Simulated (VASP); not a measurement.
# MgO (P4/mmm) in VASP: a series of runs

MgO is run at these levels: PBE; tasks: single point, relaxation of cell and atoms.

Program: VASP 6.6.1. These are calculated values, not measurements. Logs are shortened: lines on timing, memory, paths and dates and some standing lists are left out, and cuts for length are marked.

### 1 The cell of the first run

It takes space group P4/mmm (No. 123, tetragonal). Conventional cell: a = 4.657 Å, b = 4.657 Å, c = 3.603 Å, α = 90.00°, β = 90.00°, γ = 90.00°. Mg (site symmetry 4/mmm) has 2 O at 1.80 Å within 2.4 Å. Within 2.4 Å of O (site symmetry 4/mmm) lie 2 Mg at 1.80 Å.

### 2 Single point, PBE

File INCAR:

```
ALGO     = Normal         # electronic algorithm
EDIFF    = 1E-7           # SCF threshold, eV
ENCUT    = 520            # plane-wave cutoff, eV
GGA      = PE             # functional
ISIF     = 2              # what is computed and relaxed
ISMEAR   = 0              # smearing method
LASPH    = True           # aspherical terms in the spheres
LCHARG   = True           # write CHGCAR
LELF     = True           # ELF
LREAL    = False          # projectors in reciprocal space
LVHAR    = True         
LWAVE    = False          # write WAVECAR
NBANDS   = 11             # bands
NELM     = 60             # most SCF steps
PREC     = Accurate       # precision mode
SIGMA    = 0.1            # smearing width, eV
```

File KPOINTS:

```
k-points
0
Gamma
  4 4 6
```

File POSCAR:

```
MgO
1.0
    4.6567175106      0.0000000000      0.0000000000
    0.0000000000      4.6567175106      0.0000000000
    0.0000000000      0.0000000000      3.6032364820
Mg O
1 1
Direct
    0.5000000000      0.5000000000      0.0000000000
    0.5000000000      0.5000000000      0.5000000000
```

Potentials or basis: VASP PAW PBE potentials, release 64 (Mg, O).

Launch:

```
cat potpaw_PBE.64/Mg/POTCAR potpaw_PBE.64/O/POTCAR > POTCAR
mpirun -np 1 vasp_std > vasp.out
```

OUTCAR:

```text
EDIFF = 1E-7
   ENCUT = 520
   GGA = PE
   ISIF = 2
   ISMEAR = 0
   LASPH = True
   LREAL = False
   NELM = 60
   PREC = Accurate

 ion  position               nearest neighbor table
   1  0.500  0.500  0.000-   2 1.80   2 1.80
   2  0.500  0.500  0.500-   1 1.80   1 1.80

  LATTYP: Found a simple tetragonal cell.
 ALAT       =     4.6567175106
 C/A-ratio  =     0.7737717553

  Lattice vectors:

 A1 = (   4.6567175106,   0.0000000000,   0.0000000000)
 A2 = (   0.0000000000,   4.6567175106,   0.0000000000)
 A3 = (   0.0000000000,   0.0000000000,   3.6032364820)

Analysis of symmetry for initial positions (statically):
=====================================================================
 Subroutine PRICEL returns:
 Original cell was already a primitive cell.

 Routine SETGRP: Setting up the symmetry group for a
 simple tetragonal supercell.

 Subroutine GETGRP returns: Found 16 space group operations
 (whereof 16 operations were pure point group operations)
 out of a pool of 16 trial point group operations.

The static configuration has the point symmetry D_4h.

Analysis of symmetry for dynamics (positions and initial velocities):
=====================================================================
 Subroutine PRICEL returns:
 Original cell was already a primitive cell.

 Routine SETGRP: Setting up the symmetry group for a
 simple tetragonal supercell.

 Subroutine GETGRP returns: Found 16 space group operations
 (whereof 16 operations were pure point group operations)
 out of a pool of 16 trial point group operations.

The dynamic configuration has the point symmetry D_4h.

 Subroutine INISYM returns: Found 16 space group operations
 (whereof 16 operations are pure point group operations),
 and found     1 'primitive' translations

----------------------------------------------------------------------------------------

                                     Primitive cell

  volume of cell :      78.1362

  direct lattice vectors                    reciprocal lattice vectors
     4.656717511  0.000000000  0.000000000     0.214743539  0.000000000  0.000000000
     0.000000000  4.656717511  0.000000000     0.000000000  0.214743539  0.000000000
     0.000000000  0.000000000  3.603236482     0.000000000  0.000000000  0.277528274

  length of vectors
     4.656717511  4.656717511  3.603236482     0.214743539  0.214743539  0.277528274

  position of ions in fractional coordinates (direct lattice)
     0.500000000  0.500000000  0.000000000
     0.500000000  0.500000000  0.500000000

  ion indices of the primitive-cell ions
   primitive index   ion index
                 1           1
                 2           2

----------------------------------------------------------------------------------------

 KPOINTS: k-points

Automatic generation of k-mesh.
 Grid dimensions read from file:
 generate k-points for:    4    4    6

 Generating k-lattice:

  Cartesian coordinates                     Fractional coordinates (reciprocal lattice)
     0.053685885  0.000000000  0.000000000     0.250000000  0.000000000  0.000000000
     0.000000000  0.053685885  0.000000000     0.000000000  0.250000000  0.000000000
     0.000000000  0.000000000  0.046254712     0.000000000  0.000000000  0.166666667

  Length of vectors
     0.053685885  0.053685885  0.046254712

  Shift w.r.t. Gamma in fractional coordinates (k-lattice)
     0.000000000  0.000000000  0.000000000

 Subroutine IBZKPT returns following result:
 ===========================================

 Found     24 irreducible k-points:

 Following reciprocal coordinates:
            Coordinates               Weight
  0.000000  0.000000  0.000000      1.000000
  0.250000  0.000000  0.000000      4.000000
  0.500000  0.000000  0.000000      2.000000
  0.250000  0.250000  0.000000      4.000000
  0.500000  0.250000  0.000000      4.000000
  0.500000  0.500000  0.000000      1.000000
[... 16 lines left out ...]
  0.500000  0.250000  0.500000      4.000000
  0.500000  0.500000  0.500000      1.000000
   k-points           NKPTS =     24   k-points in BZ     NKDIM =     24   number of bands    NBANDS=     11
   number of dos      NEDOS =    301   number of ions     NIONS =      2
   total plane-waves  NPLWV =  36288
   dimension x,y,z NGX =    36 NGY =   36 NGZ =   28
   dimension x,y,z NGXF=    72 NGYF=   72 NGZF=   56
   ions per type =               1   1
   NGX,Y,Z   is equivalent  to a cutoff of  12.85, 12.85, 12.92 a.u.
   NGXF,Y,Z  is equivalent  to a cutoff of  25.70, 25.70, 25.84 a.u.
 SYSTEM =  unknown system
   PREC   = accura    normal or accurate (medium, high low for compatibility)
   ISTART =      0    job   : 0-new  1-cont  2-samecut
   ICHARG =      2    charge: 1-file 2-atom 10-const
   ISPIN  =      1    spin polarized calculation?
   LNONCOLLINEAR =      F non collinear calculations
   LSORBIT =      F    spin-orbit coupling
   LASPH  =      T    aspherical Exc in radial PAW
   ENCUT  =  520.0 eV  38.22 Ry    6.18 a.u.   8.66  8.66  6.70*2*pi/ulx,y,z
   NELM   =     60;   NELMIN=  2; NELMDL= -5     # of ELM steps
   EDIFF  = 0.1E-06   stopping-criterion for ELM
   LREAL  =      F    real-space projection
   EDIFFG = 0.1E-05   stopping-criterion for IOM
   NSW    =      0    number of steps for IOM
   IBRION =     -1    ionic relax: 0-MD 1-quasi-New 2-CG
   NFREE  =      0    steps in history (QN), initial steepest desc. (CG)
   ISIF   =      2    stress and relaxation
   ISYM   =      2    0-nonsym 1-usesym 2-fastsym
   POTIM  = 0.5000    time-step for ionic-motion
   TEBEG  =    0.0;   TEEND  =   0.0 temperature during run
   PSTRESS=    0.0 pullay stress
   NELECT =       8.0000    total number of electrons
   NUPDOWN=      -1.0000    fix difference up-down
   EMIN   =  10.00;   EMAX   =-10.00  energy-range for DOS
   EFERMI =   0.00;   METHOD = LEGACY
   ISMEAR =     0;   SIGMA  =   0.10  broadening in eV -4-tet -1-fermi 0-gaus
   EFERMI_NEDOS =   21; number of points for ismear=-14 and -15
   IALGO  =     38    algorithm
   IMIX   =      4    mixing-type and parameters
     AMIX     =   0.40;   BMIX     =  1.00
     AMIX_MAG =   1.60;   BMIX_MAG =  1.00
  volume/ion in A,a.u.               =      39.07       263.64
  Fermi-wavevector in a.u.,A,eV,Ry     =   0.765868  1.447281  7.980551  0.586554
  Thomas-Fermi vector in A             =   1.866083
   LORBIT       =      0    0 simple, 1 ext, 2 COOP (PROOUT), +10 PAW based schemes
   GGA     = PE    functional components
   LHFCALC =     F    Hartree Fock is set to
   AEXX    =    0.0000 exact exchange contribution
   IVDW    =     0    specifies the selected vdW correction
   LEPSILON=     F    determine dielectric tensor
   LRPA    =     F    only Hartree local field effects (RPA)
 non-spin polarized calculation
 Gauss-broadening in eV      SIGMA  =   0.10
  energy-cutoff  :      520.00
  volume of cell :       78.14
 maximum number of plane-waves:      2121
 NGX is ok and might be reduce to    36
   NGX = 17   NGY = 17   NGZ = 13

 number of electron       8.0000006 magnetization

 Free energy of the ion-electron system (eV)
  ---------------------------------------------------
  ext. energy  EPLUGINS =         0.00000000
  ---------------------------------------------------
  free energy    TOTEN  =        -9.26552811 eV

  energy without entropy =       -9.26552811  energy(sigma->0) =       -9.26552811

 E-fermi :  -2.6312     XC(G=0):  -4.9065

 val. band max:       -3.1448881085   @ k =   0.5000   0.0000   0.5000
 cond. band min:      -1.1467821508   @ k =   0.0000   0.0000   0.0000
 fundamental gap:      1.9981059577
 Fermi energy:        -2.6311527629

 k-point     1 :       0.0000    0.0000    0.0000
  band No.  band energies     occupation
      1     -18.1767      2.00000
      2      -4.2308      2.00000
      3      -3.3619      2.00000
      4      -3.3619      2.00000
      5      -1.1468      0.00000
      6       4.6689      0.00000
      7       5.7466      0.00000
      8       5.7466      0.00000
      9       6.6197      0.00000
     10       9.7803      0.00000
     11      10.7769      0.00000

 k-point     2 :       0.2500    0.0000    0.0000
  band No.  band energies     occupation
      1     -18.1731      2.00000
      2      -4.2251      2.00000
      3      -3.6064      2.00000
      4      -3.3431      2.00000
      5      -0.5422      0.00000
      6       3.1412      0.00000
      7       5.9697      0.00000
      8       6.0288      0.00000
      9       8.1879      0.00000
     10       8.5778      0.00000
     11       9.6587      0.00000

 k-point     3 :       0.5000    0.0000    0.0000
  band No.  band energies     occupation
      1     -18.1695      2.00000
      2      -4.2194      2.00000
      3      -3.7995      2.00000
      4      -3.3240      2.00000
      5       0.3873      0.00000
      6       1.7325      0.00000
      7       6.6047      0.00000
      8       6.8638      0.00000
      9       7.1277      0.00000
     10       7.7089      0.00000
     11      10.4372      0.00000

 k-point     4 :       0.2500    0.2500    0.0000
  band No.  band energies     occupation
      1     -18.1695      2.00000
      2      -4.2196      2.00000
      3      -3.5974      2.00000
      4      -3.5299      2.00000
      5       0.0357      0.00000
      6       3.4147      0.00000
      7       3.6385      0.00000
      8       6.3374      0.00000
      9       8.5611      0.00000
     10       9.2439      0.00000
     11      10.7109      0.00000
[... 239 lines left out ...]
 k-point    22 :       0.2500    0.2500    0.5000
  band No.  band energies     occupation
      1     -17.9121      2.00000
      2      -5.5193      2.00000
      3      -3.2671      2.00000
      4      -3.2522      2.00000
      5       1.8673      0.00000
      6       3.5786      0.00000
      7       4.2976      0.00000
      8       4.8682      0.00000
      9       7.3528      0.00000
     10       7.6857      0.00000
     11       7.9953      0.00000

 k-point    23 :       0.5000    0.2500    0.5000
  band No.  band energies     occupation
      1     -17.9093      2.00000
      2      -5.4827      2.00000
      3      -3.3591      2.00000
      4      -3.2440      2.00000
      5       2.3446      0.00000
      6       2.8151      0.00000
      7       5.0524      0.00000
      8       5.4523      0.00000
      9       5.9218      0.00000
     10       6.4917      0.00000
     11       8.2140      0.00000

 k-point    24 :       0.5000    0.5000    0.5000
  band No.  band energies     occupation
      1     -17.9066      2.00000
      2      -5.4497      2.00000
      3      -3.3384      2.00000
      4      -3.3384      2.00000
      5       2.8184      0.00000
      6       2.8184      0.00000
      7       4.5561      0.00000
      8       5.2032      0.00000
      9       5.9484      0.00000
     10       6.9503      0.00000
     11       6.9503      0.00000

------------------------ aborting loop because EDIFF is reached ----------------------------------------

  FORCE on cell =-STRESS in cart. coord.  units (eV):
  Direction    XX          YY          ZZ          XY          YZ          ZX
  --------------------------------------------------------------------------------------
  -------------------------------------------------------------------------------------
  Total        0.0984476      0.0984476      0.0449152      0.0000000      0.0000000      0.0000000
  in kB        2.0186599      2.0186599      0.9209821      0.0000000      0.0000000      0.0000000
  external PRESSURE =       1.6527673 kB  Pullay stress =       0.0000000 kB

 VOLUME and BASIS-vectors are now :
 -----------------------------------------------------------------------------
  energy-cutoff  :      520.00
  volume of cell :       78.14
      direct lattice vectors                 reciprocal lattice vectors
     4.656717511  0.000000000  0.000000000     0.214743539  0.000000000  0.000000000
     0.000000000  4.656717511  0.000000000     0.000000000  0.214743539  0.000000000
     0.000000000  0.000000000  3.603236482     0.000000000  0.000000000  0.277528274

 POSITION                                       TOTAL-FORCE (eV/Angst)
 -----------------------------------------------------------------------------------
      2.32836      2.32836      0.00000         0.000000      0.000000      0.000000
      2.32836      2.32836      1.80162         0.000000      0.000000      0.000000
 -----------------------------------------------------------------------------------
    total drift:                                0.000000      0.000000      0.000000

  FREE ENERGIE OF THE ION-ELECTRON SYSTEM (eV)
  ---------------------------------------------------
  free  energy   TOTEN  =        -9.2655281114 eV

  energy  without entropy=       -9.2655281114  energy(sigma->0) =       -9.26552811
```

Wall time 15 s (1 thread of AMD EPYC 9R45 (Zen 5), shared host); peak memory 0.15 GiB.

What came out:

```yaml
Free_energy: -9.2655 eV
Pressure: 0.2 GPa
Band_gap_on_the_k_mesh: 2.00 eV, indirect (least direct gap 2.22 eV)
```

(Continued in part 2 of 2.)
